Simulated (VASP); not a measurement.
# Fe (Fmmm) in VASP: notebook, part 3 of 3

VASP 6.6.1. Earlier steps stand in the parts before.

## (5) Electric field gradients, PBE, collinear spin, ferromagnetic start (equal xx and yy strain of +1 %)

INCAR reads:

```
PREC     = Accurate       # precision mode
ENCUT    = 520            # plane-wave cutoff, eV
EDIFF    = 1E-8           # SCF threshold, eV
ISMEAR   = -1             # smearing method
SIGMA    = 0.05           # smearing width, eV
LREAL    = F              # projectors in reciprocal space
LASPH    = T              # aspherical terms in the spheres
NELM     = 150            # most SCF steps
ALGO     = Normal         # electronic algorithm
ISIF     = 2              # what is computed and relaxed
LWAVE    = F              # write WAVECAR
LCHARG   = F              # write CHGCAR
ISPIN    = 2              # spin polarisation
MAGMOM   = 3              # initial moments
LORBIT   = 11             # projections on sites
LMAXMIX  = 4              # l up to which the mixer works
GGA      = PE             # functional
LEFG     = T            
NBANDS   = 14             # bands
```

KPOINTS reads:

```
Automatic mesh
0
Gamma
  16 16 16
```

POSCAR reads:

```
Fe
1.0
    0.0000000000      1.9611570875      1.9651051623
    1.5134241070      0.0000000000      1.9651051623
    1.5134241070      1.9611570875      0.0000000000
Fe
1
Direct
    0.0000000000      0.0000000000      0.0000000000
```

Potentials or basis: VASP PAW PBE potentials, release 64 (Fe).

On the command line:

```console
$ cat potpaw_PBE.64/Fe/POTCAR > POTCAR
$ mpirun -np 1 vasp_std > vasp.out
```

OUTCAR:

```text
PREC = Accurate
   ENCUT = 520
   EDIFF = 1E-8
   ISMEAR = -1
   LREAL = F
   LASPH = T
   NELM = 150
   ISIF = 2
   ISPIN = 2
   LORBIT = 11
   GGA = PE

 ion  position               nearest neighbor table
   1  0.000  0.000  0.000-

  LATTYP: Found a face centered orthorhombic cell.
 ALAT       =     3.0268482140
 B/A-ratio  =     1.2958410524
 C/A-ratio  =     1.2984497559

  Lattice vectors:

 A1 = (   0.0000000000,   1.9611570875,   1.9651051623)
[... 1048 lines left out ...]

  energy  without entropy=       -8.2127371436  energy(sigma->0) =       -8.21749135

 Electric field gradients (V/A^2)
---------------------------------------------------------------------
 ion       V_xx      V_yy      V_zz      V_xy      V_xz      V_yz
---------------------------------------------------------------------
   1       5.749    -2.835    -2.914     0.001     0.001    -0.000
---------------------------------------------------------------------

 Electric field gradients after diagonalization (V/A^2)
 (convention: |V_zz| > |V_xx| > |V_yy|)
----------------------------------------------------------------------
 ion       V_xx      V_yy      V_zz     asymmetry (V_yy - V_xx)/ V_zz
----------------------------------------------------------------------
   1      -2.914    -2.835     5.749       0.014
----------------------------------------------------------------------

           NMR quadrupolar parameters

 Cq : quadrupolar parameter    Cq=e*Q*V_zz/h
 eta: asymmetry parameters     (V_yy - V_xx)/ V_zz
 Q  : nuclear electric quadrupole moment in mb (millibarn)
----------------------------------------------------------------------
 ion       Cq(MHz)       eta       Q (mb)
----------------------------------------------------------------------
   1       0.014       0.014       1.000
----------------------------------------------------------------------

 total charge

# of ion       s       p       d       tot
------------------------------------------
    1        0.477   0.517   6.221   7.216

 magnetization (x)

# of ion       s       p       d       tot
------------------------------------------
    1       -0.013  -0.052   2.336   2.270
```

OSZICAR:

```text
N       E                     dE             d eps       ncg     rms          rms(c)
DAV:   1     0.222335524626E+02    0.22234E+02   -0.38203E+03 37892   0.691E+02
DAV:   2    -0.816775833874E+01   -0.30401E+02   -0.27781E+02 38112   0.128E+02
DAV:   3    -0.911922547194E+01   -0.95147E+00   -0.94471E+00 42268   0.236E+01
DAV:   4    -0.912243070878E+01   -0.32052E-02   -0.32050E-02 40212   0.124E+00
DAV:   5    -0.912244643652E+01   -0.15728E-04   -0.15728E-04 42330   0.890E-02    0.112E+01
DAV:   6    -0.831157585172E+01    0.81087E+00   -0.10500E+01 43872   0.371E+01    0.577E+00
DAV:   7    -0.823435563305E+01    0.77220E-01   -0.71048E-01 42768   0.928E+00    0.332E+00
DAV:   8    -0.822867837433E+01    0.56773E-02   -0.86410E-03 41724   0.541E-01    0.142E+00
DAV:   9    -0.822213947629E+01    0.65389E-02   -0.87143E-03 47130   0.499E-01    0.344E-01
DAV:  10    -0.822217542482E+01   -0.35949E-04   -0.78460E-04 41844   0.295E-01    0.102E-01
DAV:  11    -0.822224324887E+01   -0.67824E-04   -0.32305E-04 43656   0.139E-01    0.408E-02
DAV:  12    -0.822224506949E+01   -0.18206E-05   -0.70301E-06 39570   0.303E-02    0.141E-02
DAV:  13    -0.822224691171E+01   -0.18422E-05   -0.16046E-06 39812   0.908E-03    0.970E-03
DAV:  14    -0.822224552252E+01    0.13892E-05   -0.34045E-07 41916   0.562E-03    0.313E-03
DAV:  15    -0.822224559327E+01   -0.70749E-07   -0.58333E-08 35662   0.207E-03    0.505E-04
DAV:  16    -0.822224556356E+01    0.29713E-07   -0.23144E-09 19494   0.349E-04    0.112E-04
DAV:  17    -0.822224556224E+01    0.13231E-08   -0.26290E-10 18558   0.164E-04
   1 F= -.82222456E+01 E0= -.82174914E+01  d E =-.950842E-02  mag=     2.2701
```

stdout:

```text
POSCAR found type information on POSCAR Fe
 POSCAR found :  1 types and       1 ions
 scaLAPACK will be used
 LDA part: xc-table for (Slater+PW92), standard interpolation
 POSCAR, INCAR and KPOINTS ok, starting setup
 FFT: planning ... GRIDC
 FFT: planning ... GRID_SOFT
 FFT: planning ... GRID
 WAVECAR not read
 entering main loop
ion   1
```

It took 2.4 min on 1 thread of Intel Xeon Platinum 8488C (Sapphire Rapids), shared host; peak memory 0.26 GiB.

Results:

```yaml
Free_energy: -8.2222 eV
Pressure: -3.6 GPa
Net_moment: 2.27 μB per cell
Site_moments: Fe +2.27 μB
Largest_electric_field_gradient_by_atom: Fe +5.7 V/Å²
Valence_electrons_inside_the_program's_atomic_spheres: Fe 7.22
```

Levels at points of the mesh, in eV from the Fermi level:
Spin up:
```
           k point  band 2  band 3  band 4  band 5  band 6  band 7  band 8  band 9
(0.00, 0.00, 0.00)   -2.37   -2.35   -1.99   -1.34   -0.95   23.64   25.27   25.31
(0.50, 0.00, 0.00)   -3.10   -1.40   -0.79    0.25    0.32    6.85   18.82   20.75
(0.50, 0.50, 0.00)   -3.64   -0.77   -0.72    0.37    0.99    7.71   16.99   18.15
(0.50, 0.00, 0.50)   -3.64   -0.77   -0.72    0.38    1.03    7.75   16.95   18.11
(0.00, 0.50, 0.50)   -4.60   -0.08    0.11    0.13    7.67   10.86   10.86   14.18
```
Spin down:
```
           k point  band 1  band 2  band 3  band 4  band 5  band 6
(0.00, 0.00, 0.00)   -8.11   -0.45   -0.42    0.17    1.33    1.96
(0.50, 0.00, 0.00)   -3.48   -1.24    0.42    1.22    2.00    2.58
(0.50, 0.50, 0.00)   -3.42   -1.96    1.12    1.98    2.10    2.63
(0.50, 0.00, 0.50)   -3.42   -1.95    1.16    1.97    2.09    2.64
(0.00, 0.50, 0.50)   -2.93   -2.74    2.31    2.34    2.35    7.93
```

Electric field gradients, principal values (V/Å²):
```csv
atom,least,middle,greatest (by size)
1 Fe,-2.835,-2.914,5.749
```

Caveat: the cell differs from its parent crystal (equal xx and yy strain of +1 %); the cell stands under tension; without QUAD_EFG the Cq values of the log hold for a quadrupole moment of 1 mb, not for the nuclei.

## (6) Electric field gradients, PBE, collinear spin, ferromagnetic start (zz strain of +3 %)

INCAR reads:

```
PREC = Accurate
ENCUT = 520
EDIFF = 1E-8
ISMEAR = -1
SIGMA = 0.05
LREAL = False
LASPH = True
NELM = 150
ALGO = Normal
ISIF = 2
LWAVE = False
LCHARG = False
ISPIN = 2
MAGMOM = 3
LORBIT = 11
LMAXMIX = 4
GGA = PE
LEFG = True
NBANDS = 14
```

KPOINTS reads:

```
regular mesh
0
Gamma
  16 16 16
```

POSCAR reads:

```
Fe
1.0
    0.0000000000      1.9417396906      2.0240583172
    1.4984397099      0.0000000000      2.0240583172
    1.4984397099      1.9417396906      0.0000000000
Fe
1
Direct
    0.0000000000      0.0000000000      0.0000000000
```

Potentials or basis: VASP PAW PBE potentials, release 64 (Fe).

On the command line:

```console
$ cat potpaw_PBE.64/Fe/POTCAR > POTCAR
$ mpirun -np 1 vasp_std > vasp.out
```

OUTCAR:

```text
PREC = Accurate
   ENCUT = 520
   EDIFF = 1E-8
   ISMEAR = -1
   LREAL = False
   LASPH = True
   NELM = 150
   ISIF = 2
   ISPIN = 2
   LORBIT = 11
   GGA = PE

 ion  position               nearest neighbor table
   1  0.000  0.000  0.000-

  LATTYP: Found a face centered orthorhombic cell.
 ALAT       =     2.9968794198
 B/A-ratio  =     1.2958410524
 C/A-ratio  =     1.3507772811

  Lattice vectors:

 A1 = (   0.0000000000,   1.9417396906,   2.0240583172)
 A2 = (   1.4984397099,   0.0000000000,   2.0240583172)
 A3 = (   1.4984397099,   1.9417396906,   0.0000000000)

Analysis of symmetry for initial positions (statically):
=====================================================================
 Subroutine PRICEL returns:
 Original cell was already a primitive cell.

 Routine SETGRP: Setting up the symmetry group for a
 face centered orthorhombic supercell.

 Subroutine GETGRP returns: Found  8 space group operations
 (whereof  8 operations were pure point group operations)
 out of a pool of  8 trial point group operations.

The static configuration has the point symmetry D_2h.

Analysis of symmetry for dynamics (positions and initial velocities):
=====================================================================
 Subroutine PRICEL returns:
 Original cell was already a primitive cell.

 Routine SETGRP: Setting up the symmetry group for a
 face centered orthorhombic supercell.

 Subroutine GETGRP returns: Found  8 space group operations
 (whereof  8 operations were pure point group operations)
 out of a pool of  8 trial point group operations.

[... 982 lines left out ...]
      9      29.8713      0.00000
     10      34.0165      0.00000
     11      34.7899      0.00000
     12      35.6096      0.00000
     13      36.2624      0.00000
     14      38.1128      0.00000

 [... further k-points ...]

------------------------ aborting loop because EDIFF is reached ----------------------------------------

  FORCE on cell =-STRESS in cart. coord.  units (eV):
  Direction    XX          YY          ZZ          XY          YZ          ZX
  --------------------------------------------------------------------------------------
  -------------------------------------------------------------------------------------
  Total       -0.6612867     -0.0363173     -0.4342508      0.0000000      0.0000000      0.0000000
  in kB      -89.9532929     -4.9401641    -59.0701316      0.0000000      0.0000000      0.0000000
  external PRESSURE =     -51.3211962 kB  Pullay stress =       0.0000000 kB

 VOLUME and BASIS-vectors are now :
 -----------------------------------------------------------------------------
  energy-cutoff  :      520.00
  volume of cell :       11.78
      direct lattice vectors                 reciprocal lattice vectors
     0.000000000  1.941739691  2.024058317    -0.333680426  0.257501045  0.247028456
     1.498439710  0.000000000  2.024058317     0.333680426 -0.257501045  0.247028456
     1.498439710  1.941739691  0.000000000     0.333680426  0.257501045 -0.247028456

 POSITION                                       TOTAL-FORCE (eV/Angst)
 -----------------------------------------------------------------------------------
      0.00000      0.00000      0.00000         0.000000      0.000000     -0.000000
 -----------------------------------------------------------------------------------
    total drift:                                0.000000      0.000000      0.000000

  FREE ENERGIE OF THE ION-ELECTRON SYSTEM (eV)
  ---------------------------------------------------
  free  energy   TOTEN  =        -8.2218376824 eV

  energy  without entropy=       -8.2131514348  energy(sigma->0) =       -8.21749456

 Electric field gradients (V/A^2)
---------------------------------------------------------------------
 ion       V_xx      V_yy      V_zz      V_xy      V_xz      V_yz
---------------------------------------------------------------------
   1       4.811    -2.661    -2.150     0.003    -0.004     0.000
---------------------------------------------------------------------

 Electric field gradients after diagonalization (V/A^2)
 (convention: |V_zz| > |V_xx| > |V_yy|)
----------------------------------------------------------------------
 ion       V_xx      V_yy      V_zz     asymmetry (V_yy - V_xx)/ V_zz
----------------------------------------------------------------------
   1      -2.661    -2.150     4.811       0.106
----------------------------------------------------------------------

           NMR quadrupolar parameters

 Cq : quadrupolar parameter    Cq=e*Q*V_zz/h
 eta: asymmetry parameters     (V_yy - V_xx)/ V_zz
 Q  : nuclear electric quadrupole moment in mb (millibarn)
----------------------------------------------------------------------
 ion       Cq(MHz)       eta       Q (mb)
----------------------------------------------------------------------
   1       0.012       0.106       1.000
----------------------------------------------------------------------

 total charge

# of ion       s       p       d       tot
------------------------------------------
    1        0.473   0.509   6.216   7.198

 magnetization (x)

# of ion       s       p       d       tot
------------------------------------------
    1       -0.013  -0.052   2.357   2.291
```

OSZICAR:

```text
N       E                     dE             d eps       ncg     rms          rms(c)
DAV:   1     0.218800477550E+02    0.21880E+02   -0.38082E+03 37932   0.690E+02
DAV:   2    -0.818508972451E+01   -0.30065E+02   -0.27498E+02 38094   0.128E+02
DAV:   3    -0.911593832862E+01   -0.93085E+00   -0.92522E+00 41992   0.233E+01
DAV:   4    -0.911907898040E+01   -0.31407E-02   -0.31404E-02 40638   0.123E+00
DAV:   5    -0.911909415340E+01   -0.15173E-04   -0.15173E-04 42348   0.880E-02    0.111E+01
DAV:   6    -0.831497150940E+01    0.80412E+00   -0.10600E+01 43896   0.371E+01    0.587E+00
DAV:   7    -0.823351476663E+01    0.81457E-01   -0.73653E-01 42834   0.941E+00    0.335E+00
DAV:   8    -0.822823511437E+01    0.52797E-02   -0.81307E-03 41462   0.528E-01    0.142E+00
DAV:   9    -0.822170539376E+01    0.65297E-02   -0.88029E-03 47294   0.498E-01    0.342E-01
DAV:  10    -0.822176327207E+01   -0.57878E-04   -0.57644E-04 41538   0.250E-01    0.100E-01
DAV:  11    -0.822183679048E+01   -0.73518E-04   -0.35001E-04 43784   0.145E-01    0.464E-02
DAV:  12    -0.822183743612E+01   -0.64564E-06   -0.59290E-06 39924   0.278E-02    0.189E-02
DAV:  13    -0.822183902878E+01   -0.15927E-05   -0.27920E-06 40836   0.122E-02    0.993E-03
DAV:  14    -0.822183759257E+01    0.14362E-05   -0.62474E-07 41256   0.669E-03    0.265E-03
DAV:  15    -0.822183770340E+01   -0.11082E-06   -0.17757E-08 28576   0.127E-03    0.678E-04
DAV:  16    -0.822183768645E+01    0.16944E-07   -0.47319E-09 19344   0.590E-04    0.147E-04
DAV:  17    -0.822183768239E+01    0.40652E-08   -0.60759E-10 18486   0.231E-04
   1 F= -.82218377E+01 E0= -.82174946E+01  d E =-.868625E-02  mag=     2.2888
```

It took 4.7 min on 1 thread of Intel Xeon 8259CL, shared host; peak memory 0.27 GiB.

Results:

```yaml
Free_energy: -8.2218 eV
Pressure: -5.1 GPa
Net_moment: 2.29 μB per cell
Site_moments: Fe +2.29 μB
Largest_electric_field_gradient_by_atom: Fe +4.8 V/Å²
Valence_electrons_inside_the_program's_atomic_spheres: Fe 7.20
```

Electric field gradients, principal values (V/Å²):
```
atom   least  middle  greatest (by size)
1 Fe  -2.150  -2.661               4.811
```

Caveat: the cell differs from its parent crystal (zz strain of +3 %); the cell stands under tension; without QUAD_EFG the Cq values of the log hold for a quadrupole moment of 1 mb, not for the nuclei.

## (7) Electric field gradients, PBE, collinear spin, ferromagnetic start (equal xx and yy strain of -2 %)

INCAR reads:

```
PREC = Accurate
ENCUT = 520
EDIFF = 1E-8
ISMEAR = -1
SIGMA = 0.05
LREAL = F
LASPH = T
NELM = 150
ALGO = Normal
ISIF = 2
LWAVE = F
LCHARG = F
ISPIN = 2
MAGMOM = 3
LORBIT = 11
LMAXMIX = 4
GGA = PE
LEFG = T
NBANDS = 14
```

KPOINTS is that of step 6.

POSCAR reads:

```
Fe
1.0
    0.0000000000      1.9029048968      1.9651051623
    1.4684709157      0.0000000000      1.9651051623
    1.4684709157      1.9029048968      0.0000000000
Fe
1
Direct
    0.0000000000      0.0000000000      0.0000000000
```

Potentials or basis: VASP PAW PBE potentials, release 64 (Fe).

On the command line:

```console
$ cat potpaw_PBE.64/Fe/POTCAR > POTCAR
$ mpirun -np 1 vasp_std > vasp.out
```

OUTCAR:

```text
PREC = Accurate
   ENCUT = 520
   EDIFF = 1E-8
   ISMEAR = -1
   LREAL = F
   LASPH = T
   NELM = 150
   ISIF = 2
   ISPIN = 2
   LORBIT = 11
   GGA = PE

 ion  position               nearest neighbor table
   1  0.000  0.000  0.000-

  LATTYP: Found a face centered orthorhombic cell.
 ALAT       =     2.9369418314
 B/A-ratio  =     1.2958410524
 C/A-ratio  =     1.3381982178

  Lattice vectors:

 A1 = (   0.0000000000,   1.9029048968,   1.9651051623)
[... 1047 lines left out ...]

  energy  without entropy=       -8.2094687169  energy(sigma->0) =       -8.21400910

 Electric field gradients (V/A^2)
---------------------------------------------------------------------
 ion       V_xx      V_yy      V_zz      V_xy      V_xz      V_yz
---------------------------------------------------------------------
   1       7.437    -3.627    -3.810     0.001     0.001     0.000
---------------------------------------------------------------------

 Electric field gradients after diagonalization (V/A^2)
 (convention: |V_zz| > |V_xx| > |V_yy|)
----------------------------------------------------------------------
 ion       V_xx      V_yy      V_zz     asymmetry (V_yy - V_xx)/ V_zz
----------------------------------------------------------------------
   1      -3.810    -3.627     7.437       0.025
----------------------------------------------------------------------

           NMR quadrupolar parameters

 Cq : quadrupolar parameter    Cq=e*Q*V_zz/h
 eta: asymmetry parameters     (V_yy - V_xx)/ V_zz
 Q  : nuclear electric quadrupole moment in mb (millibarn)
----------------------------------------------------------------------
 ion       Cq(MHz)       eta       Q (mb)
----------------------------------------------------------------------
   1       0.018       0.025       1.000
----------------------------------------------------------------------

 total charge

# of ion       s       p       d       tot
------------------------------------------
    1        0.503   0.573   6.267   7.343

 magnetization (x)

# of ion       s       p       d       tot
------------------------------------------
    1       -0.013  -0.054   2.197   2.131
```

It took 4.3 min on 1 thread of Intel Xeon 8259CL, shared host; peak memory 0.25 GiB.

What came out:

| Quantity | Value |
| --- | --- |
| Free energy | -8.2185 eV |
| Pressure | 7.4 GPa |
| Net moment | 2.14 μB per cell |
| Site moments | Fe +2.13 μB |
| Largest electric field gradient by atom | Fe +7.4 V/Å² |
| Valence electrons inside the program's atomic spheres | Fe 7.34 |

Stress tensor (GPa, compression positive):
```
 1.86  0.00  0.00
 0.00 13.23  0.00
 0.00  0.00  7.23
```

Electric field gradients, principal values (V/Å²):
```tsv
atom	least	middle	greatest (by size)
1 Fe	-3.627	-3.810	7.437
```

Caveat: the cell differs from its parent crystal (equal xx and yy strain of -2 %); the cell stands under pressure; without QUAD_EFG the Cq values of the log hold for a quadrupole moment of 1 mb, not for the nuclei.

## (8) The runs side by side

```csv
cell,gap on the mesh (eV),pressure (GPa),moment (μB)
"a = 2.749, b = 2.456, c = 2.453 Å, angles 68.1, 56.0, 55.9°, 1 atom",none,1.5,2.21
"a = 2.776, b = 2.480, c = 2.477 Å, angles 68.1, 56.0, 55.9°, 1 atom",none,-3.6,2.27
"a = 2.805, b = 2.518, c = 2.453 Å, angles 68.7, 56.8, 54.6°, 1 atom",none,-5.1,2.29
"a = 2.735, b = 2.453, c = 2.404 Å, angles 68.5, 56.6, 54.9°, 1 atom",none,7.4,2.14
```

Alike in all rows: task electric field gradients; level PBE; potentials or basis VASP PAW PBE potentials, release 64 (Fe); spin collinear, ferromagnetic start; k mesh 16 × 16 × 16; cutoff (eV) 520; smearing fermi-dirac 0.05 eV.

Caveats: the cell stands under tension (at least some runs); the cell stands under pressure (at least some runs).

Absolute energies hang on the potentials; compare differences alone.
